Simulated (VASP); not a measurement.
# CuO (C2/c) in VASP: single point with PBE+U

Aim: the single point of CuO with PBE+U.

Program: VASP 6.6.1. These are calculated values, not measurements. Logs are shortened: lines on timing, memory, paths and dates and some standing lists are left out, and cuts for length are marked.

## Step 1: The cell of the first run

The structure is monoclinic, space group C2/c (No. 15). Conventional cell: a = 4.598 Å, b = 3.460 Å, c = 5.151 Å, α = 90.00°, β = 98.28°, γ = 90.00°. Cu (site symmetry -1) has 4 O at 1.94 to 1.95 Å within 2.6 Å. Within 2.7 Å of O (site symmetry 2) lie 4 Cu at 1.94 to 1.95 Å and 2 O at 2.62 Å.

## Step 2: Single point, PBE+U, collinear spin

INCAR reads:

```
SYSTEM = CuO
ALGO     = Normal         ! electronic algorithm
EDIFF    = 1E-6           ! SCF threshold, eV
ENCUT    = 600            ! plane-wave cutoff, eV
GGA      = PE             ! functional
GGA_COMPAT= .False.      
ISIF     = 2              ! what is computed and relaxed
ISMEAR   = 0              ! smearing method
ISPIN    = 2              ! spin polarisation
LASPH    = .True.         ! aspherical terms in the spheres
LCHARG   = .False.        ! write CHGCAR
LDAU     = .True.         ! DFT+U
LDAUJ    = 0 0          
LDAUL    = 2 -1           ! shell
LDAUPRINT= 1            
LDAUTYPE = 2            
LDAUU    = 4 0            ! U, eV
LMAXMIX  = 4              ! l up to which the mixer works
LORBIT   = 11             ! projections on sites
LREAL    = .False.        ! projectors in reciprocal space
LWAVE    = .False.        ! write WAVECAR
MAGMOM   = 0.67 0.67 0 0  ! initial moments
NBANDS   = 29             ! bands
NELM     = 200            ! most SCF steps
PREC     = Accurate       ! precision mode
SIGMA    = 0.05           ! smearing width, eV
```

KPOINTS reads:

```
k-points
0
Gamma
  8 8 4
  0 0 0
```

POSCAR reads:

```
CuO
1.0
    2.2987432822     -1.7298532988      0.0212375441
    2.2987432822      1.7298532988      0.0212375441
   -0.7885125489      0.0000000000      5.0901664526
Cu O
2 2
Direct
    0.0000000000      0.5000000000      0.0000000000
    0.5000000000      0.0000000000      0.5000000000
    0.5673457519      0.4326542481      0.2500000000
    0.4326542481      0.5673457519      0.7500000000
```

Potentials or basis: VASP PAW PBE potentials, release 64 (Cu, O).

Run with:

```
cat potpaw_PBE.64/Cu/POTCAR potpaw_PBE.64/O/POTCAR > POTCAR
mpirun -np 1 vasp_std > vasp.out
```

OUTCAR:

```text
SYSTEM = CuO
   EDIFF = 1E-6
   ENCUT = 600
   GGA = PE
   ISIF = 2
   ISMEAR = 0
   ISPIN = 2
   LASPH = .True.
   LORBIT = 11
   LREAL = .False.
   NELM = 200
   PREC = Accurate

 ion  position               nearest neighbor table
   1  0.000  0.500  0.000-   3 1.94   4 1.94   4 1.95   3 1.95
   2  0.500  0.000  0.500-   4 1.94   3 1.94   4 1.95   3 1.95
   3  0.567  0.433  0.250-   2 1.94   1 1.94   2 1.95   1 1.95
   4  0.433  0.567  0.750-   1 1.94   2 1.94   2 1.95   1 1.95

  LATTYP: Found a base centered monoclinic cell.
 ALAT       =     4.5976827688
 B/A-ratio  =     0.7524891933
 C/A-ratio  =     1.1203204941
 COS(beta)  =    -0.1439471158

  Lattice vectors:

 A1 = (   2.2987432822,  -1.7298532988,   0.0212375441)
 A2 = (   2.2987432822,   1.7298532988,   0.0212375441)
 A3 = (  -0.7885125489,   0.0000000000,   5.0901664526)

Analysis of symmetry for initial positions (statically):
=====================================================================
 Subroutine PRICEL returns:
 Original cell was already a primitive cell.

 Routine SETGRP: Setting up the symmetry group for a
 base centered monoclinic supercell.

 Subroutine GETGRP returns: Found  4 space group operations
 (whereof  2 operations were pure point group operations)
 out of a pool of  4 trial point group operations.

The static configuration has the point symmetry S_2 .
 The point group associated with its full space group is C_2h.

Analysis of symmetry for dynamics (positions and initial velocities):
=====================================================================
 Subroutine PRICEL returns:
 Original cell was already a primitive cell.

 Routine SETGRP: Setting up the symmetry group for a
 base centered monoclinic supercell.

 Subroutine GETGRP returns: Found  4 space group operations
 (whereof  2 operations were pure point group operations)
 out of a pool of  4 trial point group operations.

The dynamic configuration has the point symmetry S_2 .
 The point group associated with its full space group is C_2h.

Analysis of structural, dynamic, and magnetic symmetry:
=====================================================================
 Subroutine PRICEL returns:
 Original cell was already a primitive cell.

 Routine SETGRP: Setting up the symmetry group for a
 base centered monoclinic supercell.

 Subroutine GETGRP returns: Found  4 space group operations
 (whereof  2 operations were pure point group operations)
 out of a pool of  4 trial point group operations.

The overall configuration has the point symmetry S_2 .
 The point group associated with its full space group is C_2h.

 Subroutine INISYM returns: Found  4 space group operations
 (whereof  2 operations are pure point group operations),
 and found     1 'primitive' translations

[... 146 lines left out ...]
  0.9625 -0.0009  0.0089 -0.0054  0.0015
 -0.0009  0.9921 -0.0004 -0.0259  0.0079
  0.0089 -0.0004  0.9746  0.0014 -0.0015
 -0.0054 -0.0259  0.0014  1.0068 -0.0098
  0.0015  0.0079 -0.0015 -0.0098  0.9767

spin component  2

  0.9506 -0.0314  0.0124  0.0349 -0.0104
 -0.0314  0.7835  0.0082  0.2522 -0.0740
  0.0124  0.0082  0.9690 -0.0102  0.0014
  0.0349  0.2522 -0.0102  0.6176  0.1029
 -0.0104 -0.0740  0.0014  0.1029  0.9351

 occupancies and eigenvectors

  o =  0.4003  v =  0.0000  0.0000  0.0000  0.0000  0.0000 -0.0870 -0.5685  0.0247  0.7843 -0.2313      0.0000  0.0000  0.0000  0.0000  0.0000  0.0000  0.0000  0.0000  0.0000  0.0000
  o =  0.9474  v =  0.0000  0.0000  0.0000  0.0000  0.0000  0.8511  0.1604 -0.4494  0.1961 -0.0974      0.0000  0.0000  0.0000  0.0000  0.0000  0.0000  0.0000  0.0000  0.0000  0.0000
  o =  0.9566  v =  0.8613  0.1609 -0.4429  0.1732 -0.0785  0.0000  0.0000  0.0000  0.0000  0.0000      0.0000  0.0000  0.0000  0.0000  0.0000  0.0000  0.0000  0.0000  0.0000  0.0000
  o =  0.9654  v =  0.0000  0.0000  0.0000  0.0000  0.0000  0.1002 -0.0222  0.0946  0.2728  0.9519      0.0000  0.0000  0.0000  0.0000  0.0000  0.0000  0.0000  0.0000  0.0000  0.0000
  o =  0.9669  v =  0.0000  0.0000  0.0000  0.0000  0.0000 -0.1356  0.7913  0.2780  0.5083 -0.1406      0.0000  0.0000  0.0000  0.0000  0.0000  0.0000  0.0000  0.0000  0.0000  0.0000
  o =  0.9731  v = -0.0966  0.7548  0.2980  0.5723  0.0689  0.0000  0.0000  0.0000  0.0000  0.0000      0.0000  0.0000  0.0000  0.0000  0.0000  0.0000  0.0000  0.0000  0.0000  0.0000
  o =  0.9737  v =  0.1280 -0.2036  0.0611  0.1430  0.9581  0.0000  0.0000  0.0000  0.0000  0.0000      0.0000  0.0000  0.0000  0.0000  0.0000  0.0000  0.0000  0.0000  0.0000  0.0000
  o =  0.9759  v =  0.0000  0.0000  0.0000  0.0000  0.0000  0.4896 -0.1562  0.8433 -0.1166 -0.1056      0.0000  0.0000  0.0000  0.0000  0.0000  0.0000  0.0000  0.0000  0.0000  0.0000
  o =  0.9797  v =  0.4787 -0.1532  0.8432 -0.1406 -0.1293  0.0000  0.0000  0.0000  0.0000  0.0000      0.0000  0.0000  0.0000  0.0000  0.0000  0.0000  0.0000  0.0000  0.0000  0.0000
  o =  1.0297  v = -0.0578 -0.5827  0.0207  0.7761 -0.2333  0.0000  0.0000  0.0000  0.0000  0.0000      0.0000  0.0000  0.0000  0.0000  0.0000  0.0000  0.0000  0.0000  0.0000  0.0000

atom =   2  type =  1  l = 2

 onsite density matrix

spin component  1

  0.9625 -0.0009 -0.0089  0.0054 -0.0015
 -0.0009  0.9921  0.0004  0.0259 -0.0079
 -0.0089  0.0004  0.9746  0.0014 -0.0015
  0.0054  0.0259  0.0014  1.0068 -0.0098
 -0.0015 -0.0079 -0.0015 -0.0098  0.9767

spin component  2

  0.9506 -0.0314 -0.0124 -0.0349  0.0104
 -0.0314  0.7835 -0.0082 -0.2522  0.0740
 -0.0124 -0.0082  0.9690 -0.0102  0.0014
 -0.0349 -0.2522 -0.0102  0.6176  0.1029
  0.0104  0.0740  0.0014  0.1029  0.9351

 occupancies and eigenvectors

  o =  0.4003  v =  0.0000  0.0000  0.0000  0.0000  0.0000  0.0870  0.5685  0.0247  0.7843 -0.2313      0.0000  0.0000  0.0000  0.0000  0.0000  0.0000  0.0000  0.0000  0.0000  0.0000
  o =  0.9474  v =  0.0000  0.0000  0.0000  0.0000  0.0000 -0.8511 -0.1604 -0.4494  0.1961 -0.0974      0.0000  0.0000  0.0000  0.0000  0.0000  0.0000  0.0000  0.0000  0.0000  0.0000
  o =  0.9566  v =  0.8613  0.1609  0.4429 -0.1732  0.0785  0.0000  0.0000  0.0000  0.0000  0.0000      0.0000  0.0000  0.0000  0.0000  0.0000  0.0000  0.0000  0.0000  0.0000  0.0000
  o =  0.9654  v =  0.0000  0.0000  0.0000  0.0000  0.0000 -0.1002  0.0222  0.0946  0.2728  0.9519      0.0000  0.0000  0.0000  0.0000  0.0000  0.0000  0.0000  0.0000  0.0000  0.0000
  o =  0.9669  v =  0.0000  0.0000  0.0000  0.0000  0.0000  0.1356 -0.7913  0.2780  0.5083 -0.1406      0.0000  0.0000  0.0000  0.0000  0.0000  0.0000  0.0000  0.0000  0.0000  0.0000
  o =  0.9731  v =  0.0966 -0.7548  0.2980  0.5723  0.0689  0.0000  0.0000  0.0000  0.0000  0.0000      0.0000  0.0000  0.0000  0.0000  0.0000  0.0000  0.0000  0.0000  0.0000  0.0000
  o =  0.9737  v = -0.1280  0.2036  0.0611  0.1430  0.9581  0.0000  0.0000  0.0000  0.0000  0.0000      0.0000  0.0000  0.0000  0.0000  0.0000  0.0000  0.0000  0.0000  0.0000  0.0000
  o =  0.9759  v =  0.0000  0.0000  0.0000  0.0000  0.0000 -0.4896  0.1562  0.8433 -0.1166 -0.1056      0.0000  0.0000  0.0000  0.0000  0.0000  0.0000  0.0000  0.0000  0.0000  0.0000
  o =  0.9797  v =  0.4787 -0.1532 -0.8432  0.1406  0.1293  0.0000  0.0000  0.0000  0.0000  0.0000      0.0000  0.0000  0.0000  0.0000  0.0000  0.0000  0.0000  0.0000  0.0000  0.0000
  o =  1.0297  v =  0.0578  0.5827  0.0207  0.7761 -0.2333  0.0000  0.0000  0.0000  0.0000  0.0000      0.0000  0.0000  0.0000  0.0000  0.0000  0.0000  0.0000  0.0000  0.0000  0.0000

 number of electron      33.9999996 magnetization       1.9906933

 Free energy of the ion-electron system (eV)
  ---------------------------------------------------
  ext. energy  EPLUGINS =         0.00000000
  ---------------------------------------------------
  free energy    TOTEN  =       -17.13030977 eV

  energy without entropy =      -17.12999578  energy(sigma->0) =      -17.13015278

 E-fermi :   5.5069     XC(G=0): -11.8478

 val. band max:        5.4536426589   @ k =   0.5000   0.3750   0.0000
 cond. band min:       5.5221568826   @ k =  -0.3750   0.3750   0.0000
 fundamental gap:      0.0685142237
 Fermi energy:         5.5068500743

 spin component 1

 k-point     1 :       0.0000    0.0000    0.0000
  band No.  band energies     occupation
      1     -14.2589      1.00000
      2     -12.9027      1.00000
      3      -2.9470      1.00000
      4      -1.7308      1.00000
      5      -1.3427      1.00000
      6       0.3418      1.00000
[... 1529 lines left out ...]
     28      25.4825      0.00000
     29      27.0787      0.00000

 [... further k-points ...]

------------------------ aborting loop because EDIFF is reached ----------------------------------------

  FORCE on cell =-STRESS in cart. coord.  units (eV):
  Direction    XX          YY          ZZ          XY          YZ          ZX
  --------------------------------------------------------------------------------------
  -------------------------------------------------------------------------------------
  Total        1.6535823      1.7463100      1.5463283      0.0000000      0.0000000      0.1300344
  in kB       65.3512011     69.0158901     61.1124150      0.0000000      0.0000000      5.1390855
  external PRESSURE =      65.1598354 kB  Pullay stress =       0.0000000 kB

 VOLUME and BASIS-vectors are now :
 -----------------------------------------------------------------------------
  energy-cutoff  :      600.00
  volume of cell :       40.54
      direct lattice vectors                 reciprocal lattice vectors
     2.298743282 -1.729853299  0.021237544     0.217199303 -0.289041851  0.033646125
     2.298743282  1.729853299  0.021237544     0.217199303  0.289041851  0.033646125
    -0.788512549  0.000000000  5.090166453    -0.001812428  0.000000000  0.196176468

 POSITION                                       TOTAL-FORCE (eV/Angst)
 -----------------------------------------------------------------------------------
      1.14937      0.86493      0.01062        -0.000000     -0.000000     -0.000000
      0.75512     -0.86493      2.55570        -0.000000      0.000000     -0.000000
      2.10162     -0.23300      1.29378        -0.000000     -0.003147      0.000000
      1.70736      0.23300      3.83886         0.000000      0.003147     -0.000000
 -----------------------------------------------------------------------------------
    total drift:                               -0.000000     -0.000000     -0.000000

  FREE ENERGIE OF THE ION-ELECTRON SYSTEM (eV)
  ---------------------------------------------------
  free  energy   TOTEN  =       -17.1303097731 eV

  energy  without entropy=      -17.1299957839  energy(sigma->0) =      -17.13015278

 total charge

# of ion       s       p       d       tot
------------------------------------------
    1        0.386   0.402   9.147   9.935
    2        0.386   0.402   9.147   9.935
    3        1.554   3.449   0.000   5.003
    4        1.554   3.449   0.000   5.003
--------------------------------------------------
tot          3.879   7.701  18.295  29.875

 magnetization (x)

# of ion       s       p       d       tot
------------------------------------------
    1       -0.004   0.003   0.657   0.656
    2       -0.004   0.003   0.657   0.656
    3        0.020   0.279   0.000   0.299
    4        0.020   0.279   0.000   0.299
--------------------------------------------------
tot          0.033   0.564   1.314   1.911
```

Wall time 4.5 min (1 thread of Oxide Virtual Turin-like, shared host); peak memory 0.25 GiB.

Results:

* Free energy: -17.1303 eV
* Pressure: 6.5 GPa
* Largest force: 0.003 eV/Å
* Band gap on the k mesh: zero (filled and empty bands overlap)
* Net moment: 1.99 μB per cell
* Site moments: Cu +0.66; O +0.30 μB
* Valence electrons inside the program's atomic spheres: Cu 9.94; O 5.00

Forces in eV/Å, atoms in the order of the input:
```
Cu   0.000  0.000  0.000
Cu   0.000  0.000  0.000
O    0.000 -0.003  0.000
O    0.000  0.003  0.000
```

Stress tensor (GPa, compression positive):
```
6.54 0.00 0.51
0.00 6.90 0.00
0.51 0.00 6.11
```

Levels at points of the mesh, in eV from the Fermi level:
Spin up:
```csv
k point,band 14,band 15,band 16,band 17,band 18,band 19,band 20,band 21,band 22,band 23
"(0.00, 0.00, 0.00)",-2.90,-2.85,-2.49,-0.64,-0.09,1.64,6.45,8.03,13.96,15.27
"(0.50, 0.00, 0.00)",-3.04,-2.82,-2.11,-1.00,-0.70,4.70,6.65,7.00,11.44,11.75
"(0.50, 0.50, 0.00)",-3.96,-3.65,-2.68,-1.79,0.06,3.42,7.44,8.53,10.44,11.13
"(0.00, 0.00, 0.50)",-3.54,-2.11,-2.11,-0.80,-0.80,3.94,3.94,11.81,11.81,14.56
"(0.50, 0.00, 0.50)",-3.73,-3.13,-2.77,-1.33,-0.30,5.25,6.60,8.34,8.91,13.16
"(0.50, 0.50, 0.50)",-3.07,-2.44,-2.44,-1.87,-1.87,5.17,5.17,9.32,9.32,13.28
```
Spin down:
```csv
k point,band 14,band 15,band 16,band 17,band 18,band 19
"(0.00, 0.00, 0.00)",-2.41,-2.32,-1.89,1.30,1.93,2.11
"(0.50, 0.00, 0.00)",-2.51,-2.27,-1.57,1.34,1.54,4.80
"(0.50, 0.50, 0.00)",-3.19,-2.14,-1.42,0.03,2.38,3.41
"(0.00, 0.00, 0.50)",-3.15,-1.58,-1.58,1.46,1.46,4.25
"(0.50, 0.00, 0.50)",-2.64,-2.31,-2.26,0.91,1.84,5.39
"(0.50, 0.50, 0.50)",-2.54,-1.85,-1.85,0.90,0.90,5.21
```

Eigenvalues of the final occupation matrices:
```csv
site,spin,trace,eigenvalues
site 1 d,1,4.91,0.96 0.97 0.97 0.98 1.03
site 1 d,2,4.26,0.40 0.95 0.97 0.97 0.98
site 2 d,1,4.91,0.96 0.97 0.97 0.98 1.03
site 2 d,2,4.26,0.40 0.95 0.97 0.97 0.98
```

Caveat: the cell stands under pressure; semilocal functionals underestimate gaps, and a narrow one can read as zero.

The gap in the log of VASP goes by the Fermi energy; the results here count the filled bands.